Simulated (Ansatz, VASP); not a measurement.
**F: VASP beside Ansatz**

INCAR

```
SYSTEM = F
PREC = Accurate
ENCUT = 520
EDIFF = 1E-6
ISMEAR = -1
SIGMA = 0.08
LREAL = .False.
LASPH = .True.
NELM = 80
ALGO = Normal
ISIF = 2
LWAVE = .False.
LCHARG = .False.
GGA = PE
NBANDS = 10
```

Contents of KPOINTS:

```
Automatic mesh
0
Gamma
  18 18 18
  0 0 0
```

File POSCAR:

```
F
1.0
   -1.0825566298      1.0825566298      1.0825566298
    1.0825566298     -1.0825566298      1.0825566298
    1.0825566298      1.0825566298     -1.0825566298
F
1
Direct
    0.0000000000      0.0000000000      0.0000000000
```

Input for Ansatz:

```yaml
crystal:
  lattice:
    - [-1.0825566298, 1.0825566298, 1.0825566298]
    - [1.0825566298, -1.0825566298, 1.0825566298]
    - [1.0825566298, 1.0825566298, -1.0825566298]
  atoms:
    - { symbol: F, position: [0.0, 0.0, 0.0] }
kpoints:
  mp_grid: { grid: [18, 18, 18] }
scf:
  occupations: { method: fermi_dirac, width: 0.08 }
hamiltonian:
  xc: pbe
  pseudopotentials: { kind: all_electron, lapw: { basis_error: 0.001 } }
output:
  forces: true
  stress: true
  eigenvalues: true
  populations: true
```

Change from the starting cell: volume scaled by 0.5, LAPW.

Alike in both runs: task single point; functional PBE; k mesh 18 × 18 × 18; occupations fermi-dirac, width 0.08 eV; no spin polarisation.

|  | VASP | Ansatz |
| --- | --- | --- |
| version | VASP 6.6.1 | Ansatz 0.2.0 |
| potentials or method | VASP PAW PBE potentials, release 64 (F), cutoff 520 eV | all-electron LAPW, scalar-relativistic |

```csv
,VASP,Ansatz,Ansatz less VASP
pressure (GPa),217.5,218.0,+0.50
```

Both programs put the cell under a high pressure, so it lies far from rest at this level. Ansatz ran all-electron here, and VASP with PAW potentials.

Noted on VASP's run: the cell as given lies far from equilibrium.
